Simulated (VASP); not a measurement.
The system is Si3Ge.

```
CELL_PARAMETERS angstrom
2.86987 0.00000 0.00000
-1.43494 2.48538 0.00000
0.00000 0.00000 9.09502
ATOMIC_POSITIONS crystal
Si 0.33333 0.66667 0.75000
Si 0.33333 0.66667 0.25000
Si 0.66667 0.33333 0.50000
Ge 0.66667 0.33333 0.00000
```

```yaml
Program: VASP 6.6.1
Task: relaxation of cell and atoms
Functional: PBE
Potentials_or_basis: VASP PAW PBE potentials, release 64 (Si, Ge_d)
Cutoff: 500 eV
k_mesh: 6 × 6 × 2
Occupations: gaussian, width 0.1 eV
Spin: no spin polarisation
```

At the start: pressure -2.1 GPa; volume 16.22 Å³/atom.

Question: How do energy, volume and symmetry change on relaxing?

Answer: Over 11 steps the energy falls by 29.9 meV/atom and the volume is 15.84 Å³/atom (-2.4 %); space group P-6m2 (No. 187, to 0.1 Å) before and after.

The path:
```csv
step,energy change (eV),largest force (eV/Å),pressure (GPa),volume (Å³)
1,0.0000,0.5502,-2.07,64.87
2,-0.0412,0.5151,0.27,62.92
3,-0.0438,0.4966,1.12,62.31
4,-0.0745,0.3374,1.62,61.95
5,-0.0866,0.1574,2.27,61.59
6,-0.1094,0.1275,-0.04,63.24
7,-0.1121,0.1269,-0.77,63.89
8,-0.1124,0.1192,-1.06,64.16
9,-0.1181,0.0409,-0.60,63.96
10,-0.1182,0.0472,-0.62,63.98
11,-0.1197,0.0064,0.17,63.34
```

Final structure:
```yaml
crystal:
  lattice:
    - [2.82564, 0.00000, 0.00000]
    - [-1.41282, 2.44707, 0.00000]
    - [0.00000, 0.00000, 9.16061]
  atoms:
    - { symbol: Si, position: [0.33333, 0.66667, 0.72962] }
    - { symbol: Si, position: [0.33333, 0.66667, 0.27038] }
    - { symbol: Si, position: [0.66667, 0.33333, 0.50000] }
    - { symbol: Ge, position: [0.66667, 0.33333, 0.00000] }
```

Caveat: the k points lie up to 0.43 Å⁻¹ apart in the final cell; the highest band is partly filled, so the run has too few bands.
